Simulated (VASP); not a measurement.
# Al (Pmmn) in VASP: notebook

The runs below take Al through single point, relaxation of cell and atoms, with PBE.

Program: VASP 6.6.1. These are calculated values, not measurements. Logs are shortened: lines on timing, memory, paths and dates and some standing lists are left out, and cuts for length are marked.

## (1) The cell of the first run

Symmetry: Pmmn, No. 59, orthorhombic system. The conventional cell has a = 3.338 Å, b = 4.650 Å, c = 2.478 Å, α = 90.00°, β = 90.00°, γ = 90.00°. Within 3.3 Å of Al (site symmetry mm2) lie 6 Al at 2.48 to 2.86 Å.

## (2) Single point, PBE

Input file INCAR:

```
PREC = Accurate
ENCUT = 520
EDIFF = 1E-6
ISMEAR = 0
SIGMA = 0.1
LREAL = False
LASPH = True
NELM = 60
ALGO = Normal
ISIF = 2
LWAVE = False
LCHARG = False
GGA = PE
NBANDS = 10
```

Input file KPOINTS:

```
Automatic mesh
0
Gamma
  6 4 8
```

Input file POSCAR:

```
Al
1.0
    3.3375783600      0.0000000000      0.0000000000
    0.0000000000      4.6495887200      0.0000000000
    0.0000000000      0.0000000000      2.4779393000
Al
2
Direct
    0.5000000000      0.0000000000      0.0192427700
    0.0000000000      0.5000000000      0.9807572300
```

Potentials or basis: VASP PAW PBE potentials, release 64 (Al).

Launch:

```
> cat potpaw_PBE.64/Al/POTCAR > POTCAR
> mpirun -np 1 vasp_std > vasp.out
```

OUTCAR:

```text
PREC = Accurate
   ENCUT = 520
   EDIFF = 1E-6
   ISMEAR = 0
   LREAL = False
   LASPH = True
   NELM = 60
   ISIF = 2
   GGA = PE

 ion  position               nearest neighbor table
   1  0.500  0.000  0.019-   2 2.86   2 2.86   2 2.86   2 2.86
   2  0.000  0.500  0.981-   1 2.86   1 2.86   1 2.86   1 2.86

  LATTYP: Found a simple orthorhombic cell.
 ALAT       =     2.4779393000
 B/A-ratio  =     1.3469169160
 C/A-ratio  =     1.8763933079

  Lattice vectors:

 A1 = (   0.0000000000,   0.0000000000,   2.4779393000)
 A2 = (   3.3375783600,   0.0000000000,   0.0000000000)
 A3 = (   0.0000000000,   4.6495887200,   0.0000000000)

Analysis of symmetry for initial positions (statically):
=====================================================================
 Subroutine PRICEL returns:
 Original cell was already a primitive cell.

 Routine SETGRP: Setting up the symmetry group for a
 simple orthorhombic supercell.

 Subroutine GETGRP returns: Found  8 space group operations
 (whereof  4 operations were pure point group operations)
 out of a pool of  8 trial point group operations.

The static configuration has the point symmetry C_2v.
 The point group associated with its full space group is D_2h.

Analysis of symmetry for dynamics (positions and initial velocities):
=====================================================================
 Subroutine PRICEL returns:
 Original cell was already a primitive cell.

 Routine SETGRP: Setting up the symmetry group for a
 simple orthorhombic supercell.

 Subroutine GETGRP returns: Found  8 space group operations
 (whereof  4 operations were pure point group operations)
 out of a pool of  8 trial point group operations.

The dynamic configuration has the point symmetry C_2v.
 The point group associated with its full space group is D_2h.

 Subroutine INISYM returns: Found  8 space group operations
 (whereof  4 operations are pure point group operations),
 and found     1 'primitive' translations

----------------------------------------------------------------------------------------

                                     Primitive cell

  volume of cell :      38.4536

  direct lattice vectors                    reciprocal lattice vectors
     3.337578360  0.000000000  0.000000000     0.299618434  0.000000000  0.000000000
     0.000000000  4.649588720  0.000000000     0.000000000  0.215072786  0.000000000
     0.000000000  0.000000000  2.477939300     0.000000000  0.000000000  0.403561136

  length of vectors
     3.337578360  4.649588720  2.477939300     0.299618434  0.215072786  0.403561136

  position of ions in fractional coordinates (direct lattice)
[... 84 lines left out ...]
   NFREE  =      0    steps in history (QN), initial steepest desc. (CG)
   ISIF   =      2    stress and relaxation
   ISYM   =      2    0-nonsym 1-usesym 2-fastsym
   POTIM  = 0.5000    time-step for ionic-motion
   TEBEG  =    0.0;   TEEND  =   0.0 temperature during run
   PSTRESS=    0.0 pullay stress
   NELECT =       6.0000    total number of electrons
   NUPDOWN=      -1.0000    fix difference up-down
   EMIN   =  10.00;   EMAX   =-10.00  energy-range for DOS
   EFERMI =   0.00;   METHOD = LEGACY
   ISMEAR =     0;   SIGMA  =   0.10  broadening in eV -4-tet -1-fermi 0-gaus
   EFERMI_NEDOS =   21; number of points for ismear=-14 and -15
   IALGO  =     38    algorithm
   IMIX   =      4    mixing-type and parameters
     AMIX     =   0.40;   BMIX     =  1.00
     AMIX_MAG =   1.60;   BMIX_MAG =  1.00
  volume/ion in A,a.u.               =      19.23       129.75
  Fermi-wavevector in a.u.,A,eV,Ry     =   0.881346  1.665502 10.568604  0.776770
  Thomas-Fermi vector in A             =   2.001829
   LORBIT       =      0    0 simple, 1 ext, 2 COOP (PROOUT), +10 PAW based schemes
   GGA     = PE    functional components
   LHFCALC =     F    Hartree Fock is set to
   AEXX    =    0.0000 exact exchange contribution
   IVDW    =     0    specifies the selected vdW correction
   LEPSILON=     F    determine dielectric tensor
   LRPA    =     F    only Hartree local field effects (RPA)
 non-spin polarized calculation
 Gauss-broadening in eV      SIGMA  =   0.10
  energy-cutoff  :      520.00
  volume of cell :       38.45
 maximum number of plane-waves:      1064
 NGX is ok and might be reduce to    28
   NGX = 13   NGY = 17   NGZ =  9

 number of electron       6.0000000 magnetization

 Free energy of the ion-electron system (eV)
  ---------------------------------------------------
  ext. energy  EPLUGINS =         0.00000000
  ---------------------------------------------------
  free energy    TOTEN  =        -6.59398133 eV

  energy without entropy =       -6.58705918  energy(sigma->0) =       -6.59052025

 E-fermi :   6.1368     XC(G=0):  -9.5917

 val. band max:        6.1253409100   @ k =   0.3333   0.2500   0.5000
 cond. band min:       6.1440869476   @ k =   0.3333   0.0000   0.2500
 fundamental gap:      0.0187460376
 Fermi energy:         6.1368312071

 k-point     1 :       0.0000    0.0000    0.0000
  band No.  band energies     occupation
      1      -3.7260      2.00000
      2       2.8738      2.00000
      3       2.9142      2.00000
      4       8.3963      0.00000
      5      10.0737      0.00000
      6      14.3124      0.00000
      7      14.7169      0.00000
      8      14.8030      0.00000
      9      15.4754      0.00000
     10      19.1029      0.00000
[... 287 lines left out ...]
 k-point    24 :       0.5000    0.5000    0.1250
  band No.  band energies     occupation
      1       0.9714      2.00000
      2       0.9714      2.00000
      3       2.2064      2.00000
      4       2.2064      2.00000
      5      13.9354      0.00000
      6      13.9354      0.00000
      7      14.0080      0.00000
      8      14.0080      0.00000
      9      19.0054      0.00000
     10      19.0054      0.00000

 [... further k-points ...]
[... 5 lines left out ...]
  --------------------------------------------------------------------------------------
  -------------------------------------------------------------------------------------
  Total       -1.0668810     -1.2446078      5.1597782      0.0000000      0.0000000      0.0000000
  in kB      -44.4518569    -51.8568859    214.9834056      0.0000000      0.0000000      0.0000000
  external PRESSURE =      39.5582209 kB  Pullay stress =       0.0000000 kB

 VOLUME and BASIS-vectors are now :
 -----------------------------------------------------------------------------
  energy-cutoff  :      520.00
  volume of cell :       38.45
      direct lattice vectors                 reciprocal lattice vectors
     3.337578360  0.000000000  0.000000000     0.299618434  0.000000000  0.000000000
     0.000000000  4.649588720  0.000000000     0.000000000  0.215072786  0.000000000
     0.000000000  0.000000000  2.477939300     0.000000000  0.000000000  0.403561136

 POSITION                                       TOTAL-FORCE (eV/Angst)
 -----------------------------------------------------------------------------------
      1.66879      0.00000      0.04768         0.000000      0.000000      0.089002
      0.00000      2.32479      2.43026         0.000000      0.000000     -0.089002
 -----------------------------------------------------------------------------------
    total drift:                               -0.000000     -0.000000     -0.000000

  FREE ENERGIE OF THE ION-ELECTRON SYSTEM (eV)
  ---------------------------------------------------
  free  energy   TOTEN  =        -6.5939813250 eV

  energy  without entropy=       -6.5870591839  energy(sigma->0) =       -6.59052025
```

stdout:

```text
POSCAR found type information on POSCAR Al
 POSCAR found :  1 types and       2 ions
 scaLAPACK will be used
 LDA part: xc-table for (Slater+PW92), standard interpolation
 POSCAR, INCAR and KPOINTS ok, starting setup
 FFT: planning ... GRIDC
 FFT: planning ... GRID_SOFT
 FFT: planning ... GRID
 WAVECAR not read
 entering main loop
```

It took 5.7 s on 1 thread of Intel Xeon 6975P-C (Granite Rapids), shared host; peak memory 0.15 GiB.

Results:

- Free energy: -6.5940 eV
- Pressure: 4.0 GPa
- Largest force: 0.089 eV/Å
- Band gap on the k mesh: zero (band 3 reaches 10.21 eV, above the bottom of band 4 at 1.85 eV)

Forces on the atoms (eV/Å):
```
Al   0.000  0.000  0.089
Al   0.000  0.000 -0.089
```

Stress tensor (GPa, compression positive):
```
-4.45  0.00  0.00
 0.00 -5.19  0.00
 0.00  0.00 21.50
```

## (3) Relaxation of cell and atoms, PBE

Input file INCAR:

```
SYSTEM = Al
PREC = Accurate ; ENCUT = 600
EDIFF = 1E-6 ; ISMEAR = 0
SIGMA = 0.1 ; LREAL = .FALSE.
LASPH = .TRUE. ; NELM = 100
ALGO = Normal ; ISIF = 3
LWAVE = .FALSE. ; LCHARG = .FALSE.
GGA = PE ; IBRION = 2
NSW = 90 ; EDIFFG = -0.04
```

Input file KPOINTS:

```
Automatic mesh
0
G
  6 4 8
  0 0 0
```

POSCAR is that of step 2.

Potentials or basis: VASP PAW PBE potentials, release 64 (Al).

Launch:

```
> cat potpaw_PBE.64/Al/POTCAR > POTCAR
> mpirun -np 1 vasp_std > vasp.out
```

OUTCAR:

```text
SYSTEM = Al
   PREC = Accurate
   ENCUT = 600
   EDIFF = 1E-6
   ISMEAR = 0
   LREAL = .FALSE.
   LASPH = .TRUE.
   NELM = 100
   ISIF = 3
   GGA = PE
   IBRION = 2
   NSW = 90
   EDIFFG = -0.04

 ion  position               nearest neighbor table
   1  0.500  0.000  0.019-   2 2.86   2 2.86   2 2.86   2 2.86
   2  0.000  0.500  0.981-   1 2.86   1 2.86   1 2.86   1 2.86

  LATTYP: Found a simple orthorhombic cell.
 ALAT       =     2.4779393000
 B/A-ratio  =     1.3469169160
 C/A-ratio  =     1.8763933079

  Lattice vectors:

 A1 = (   0.0000000000,   0.0000000000,   2.4779393000)
 A2 = (   3.3375783600,   0.0000000000,   0.0000000000)
 A3 = (   0.0000000000,   4.6495887200,   0.0000000000)

Analysis of symmetry for initial positions (statically):
[... 528 lines left out ...]
      7      15.6165      0.00000

 [... further k-points ...]

[... ionic steps 4 to 38 ...]

--------------------------------------- Ionic step       39  -------------------------------------------

 number of electron       6.0000000 magnetization

------------------------ aborting loop because EDIFF is reached ----------------------------------------
[... 67 lines left out ...]
--------------------------------------- Ionic step       41  -------------------------------------------

 number of electron       6.0000000 magnetization

 Free energy of the ion-electron system (eV)
  ---------------------------------------------------
  ext. energy  EPLUGINS =         0.00000000
  ---------------------------------------------------
  free energy    TOTEN  =        -7.54033996 eV

  energy without entropy =       -7.53749858  energy(sigma->0) =       -7.53891927

 E-fermi :   7.9112     XC(G=0): -10.2055

 val. band max:        7.8967931737   @ k =   0.3333   0.2500   0.5000
 cond. band min:       7.9637031377   @ k =   0.3333   0.2500   0.5000
 fundamental gap:      0.0669099640
 Fermi energy:         7.9111668369

 k-point     1 :       0.0000    0.0000    0.0000
  band No.  band energies     occupation
      1      -3.1246      2.00000
      2       4.8011      2.00000
      3       5.9873      2.00000
      4      13.5012      0.00000
      5      13.5986      0.00000
      6      14.4823      0.00000
      7      17.5621      0.00000
[... 259 lines left out ...]
  FREE ENERGIE OF THE ION-ELECTRON SYSTEM (eV)
  ---------------------------------------------------
  free  energy   TOTEN  =        -7.5403399630 eV

  energy  without entropy=       -7.5374985848  energy(sigma->0) =       -7.53891927

 reached required accuracy - stopping structural energy minimisation
```

OSZICAR:

```text
N       E                     dE             d eps       ncg     rms          rms(c)
DAV:   1     0.143125481753E+01    0.14313E+01   -0.24832E+03   840   0.748E+02
DAV:   2    -0.655689064947E+01   -0.79881E+01   -0.75682E+01  1106   0.517E+01
DAV:   3    -0.663164876754E+01   -0.74758E-01   -0.74375E-01  1169   0.675E+00
[... 274 lines left out ...]
       N       E                     dE             d eps       ncg     rms          rms(c)
DAV:   1    -0.754034225003E+01   -0.30910E-03   -0.92692E-04  1064   0.231E-01    0.142E-02
DAV:   2    -0.754034114313E+01    0.11069E-05   -0.64990E-06  1099   0.212E-02    0.780E-03
DAV:   3    -0.754034002865E+01    0.11145E-05   -0.11375E-06   777   0.642E-03    0.137E-03
DAV:   4    -0.754033996295E+01    0.65692E-07   -0.52570E-08   532   0.195E-03
  41 F= -.75403400E+01 E0= -.75389193E+01  d E =-.307053E-03
```

CONTCAR:

```text
Al
   1.00000000000000
     2.7910809207586151    0.0000000000000000    0.0000000000000000
     0.0000000000000000    4.1249430295850358    0.0000000000000000
     0.0000000000000000    0.0000000000000000    2.8586310403976336
  Al
     2
Direct
     0.5000000000000000    0.0000000000000000    0.2454230281026664
     0.0000000000000000    0.5000000000000000    0.7545769718973335

  0.00000000E+00  0.00000000E+00  0.00000000E+00
  0.00000000E+00  0.00000000E+00  0.00000000E+00
```

It took 1.7 min on 1 thread of Intel Xeon 6975P-C (Granite Rapids), shared host; peak memory 0.16 GiB.

Results:

```
Free energy                            : -7.5403 eV
Relaxed volume                         : 16.46 Å³/atom
Relaxed cell                           : a = 2.791 Å, b = 4.125 Å, c = 2.859 Å, α = 90.00°, β = 90.00°, γ = 90.00°
Space group after relaxing (to 0.05 Å) : Pmmn (No. 59)
Energy gained by relaxing              : 473.1 meV/atom
Ionic steps                            : 41
Pressure after relaxing                : 0.1 GPa
Largest force after relaxing           : 0.028 eV/Å
Band gap on the k mesh                 : zero (band 3 reaches 15.43 eV, above the bottom of band 4 at 3.51 eV)
```

Forces on the atoms (eV/Å):
```
Al   0.000  0.000  0.028
Al   0.000  0.000 -0.028
```

The path:
```
step  energy change (eV)  largest force (eV/Å)  pressure (GPa)  volume (Å³)
   1              0.0000                0.0890            3.96        38.45
   3             -0.3567                0.0802           -3.76        41.30
   5             -0.4438                0.1082           -1.80        39.41
   7             -0.4987                0.1236            0.08        37.55
   9             -0.4990                0.1256            0.26        37.45
  11             -0.5051                0.1308            0.10        37.46
  13             -0.5070                0.1302           -0.29        37.57
  15             -0.5104                0.1515            0.04        37.42
  17             -0.5133                0.1727            0.12        37.36
  19             -0.5446                0.3020            0.07        37.13
  21             -0.7810                0.4337           -3.54        36.14
  23             -0.8637                0.1886           -4.74        35.63
  25             -0.8934                0.0563           -4.19        35.17
  27             -0.8980                0.1109           -3.66        34.88
  29             -0.9175                0.0774           -2.28        34.12
  31             -0.9121                0.0934            4.90        31.16
  33             -0.9331                0.0095            0.81        32.53
  35             -0.9396                0.0276            0.97        32.51
  37             -0.9436                0.0342            1.13        32.48
  39             -0.9459                0.0310            0.33        32.80
  41             -0.9462                0.0284            0.06        32.91
```

Final structure:
```
CELL_PARAMETERS angstrom
2.79108 0.00000 0.00000
0.00000 4.12494 0.00000
0.00000 0.00000 2.85863
ATOMIC_POSITIONS crystal
Al 0.50000 0.00000 0.24542
Al 0.00000 0.50000 0.75458
```

Levels at points of the mesh, in eV from the Fermi level:
```
           k point  band 1  band 2  band 3  band 4  band 5  band 6  band 7
(0.00, 0.00, 0.00)  -11.04   -3.11   -1.92    5.59    5.69    6.57    9.65
(0.50, 0.00, 0.00)   -6.37   -6.37    1.27    1.27    2.64    2.64    9.77
(0.00, 0.50, 0.00)   -8.88   -8.88    7.52    7.52    7.59    7.59    7.75
(0.50, 0.50, 0.00)   -4.42   -4.42   -4.11   -4.11   11.06   11.06   11.28
(0.00, 0.00, 0.50)   -6.61   -6.55    1.01    1.11    2.42    2.42   10.39
(0.50, 0.00, 0.50)   -2.66   -2.66   -1.26   -1.26    5.26    5.26    5.66
(0.00, 0.50, 0.50)   -4.55   -4.55   -4.40   -4.40   11.09   11.09   11.14
(0.50, 0.50, 0.50)   -0.74   -0.74   -0.59   -0.59    0.41    0.41    1.38
```
